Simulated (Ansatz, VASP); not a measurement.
# One calculation of CdS, two programs

File INCAR:

```
PREC     = Accurate       # precision mode
ENCUT    = 540            # plane-wave cutoff, eV
EDIFF    = 1E-6           # SCF threshold, eV
ISMEAR   = 0              # smearing method
SIGMA    = 0.01           # smearing width, eV
LREAL    = F              # projectors in reciprocal space
LASPH    = T              # aspherical terms in the spheres
NELM     = 120            # most SCF steps
ALGO     = Normal         # electronic algorithm
ISIF     = 2              # what is computed and relaxed
LWAVE    = F              # write WAVECAR
LCHARG   = F              # write CHGCAR
GGA      = PE             # functional
NBANDS   = 34             # bands
GGA_COMPAT= F
```

KPOINTS

```
Automatic mesh
0
Gamma
  9 9 4
```

POSCAR

```
CdS
1.0
    4.1963020496      0.0000000000      0.0000000000
   -2.0981510248      3.6341041769      0.0000000000
    0.0000000000      0.0000000000      6.8304216542
Cd S
2 2
Direct
    0.3333333333      0.6666666667     -0.0460660820
    0.6666666667      0.3333333333      0.4539339180
    0.3333333333      0.6666666667      0.4230660820
    0.6666666667      0.3333333333      0.9230660820
```

Input for Ansatz:

```yaml
crystal:
  lattice:
    - [4.1963020496, 0.0, 0.0]
    - [-2.0981510248, 3.6341041769, 0.0]
    - [0.0, 0.0, 6.8304216542]
  atoms:
    - { symbol: Cd, position: [0.3333333333, 0.6666666667, -0.046066082] }
    - { symbol: Cd, position: [0.6666666667, 0.3333333333, 0.453933918] }
    - { symbol: S, position: [0.3333333333, 0.6666666667, 0.423066082] }
    - { symbol: S, position: [0.6666666667, 0.3333333333, 0.923066082] }
basis:
  ecutwfc: 420
  xc_grid: 2
kpoints:
  mp_grid: { grid: [9, 9, 4] }
hamiltonian:
  xc: pbe
  pseudopotentials: { kind: paw, azcp: { folder: soft_1 } }
scf:
  occupations: { method: fixed }
output:
  forces: true
  stress: true
  eigenvalues: true
  polarization: {}
```

Change from the starting cell: polar distortion scaled by 0.25.

Alike in both runs: task single point; functional PBE; k mesh 9 × 9 × 4; no spin polarisation.

|  | VASP | Ansatz |
| --- | --- | --- |
| version | VASP 6.6.1 | Ansatz 0.2.0 |
| potentials or method | VASP PAW PBE potentials, release 64 (Cd_sv_GW, S), cutoff 540 eV | scalar-relativistic, plane waves, PAW |
| occupations | gaussian, width 0.01 eV | fixed |
| valence electrons in the cell | 52 | 52 |

VASP gave:

```
gap on the k mesh at the Fermi level (eV)                     : 1.35
least direct gap on the mesh (eV)                             : 1.35
pressure (GPa)                                                : 2.0
traceless stress, the component that is largest in VASP (GPa) : -4.82
rms of the force components (eV/Å)                            : 0.212
```

Estimate Ansatz's values.

gap on the k mesh at the Fermi level (eV): 1.36; least direct gap on the mesh (eV): 1.36; pressure (GPa): 3.0; traceless stress, the component that is largest in VASP (GPa): -4.84; rms of the force components (eV/Å): 0.212.

Atom by atom the forces differ by 0.001 eV/Å (rms over components).
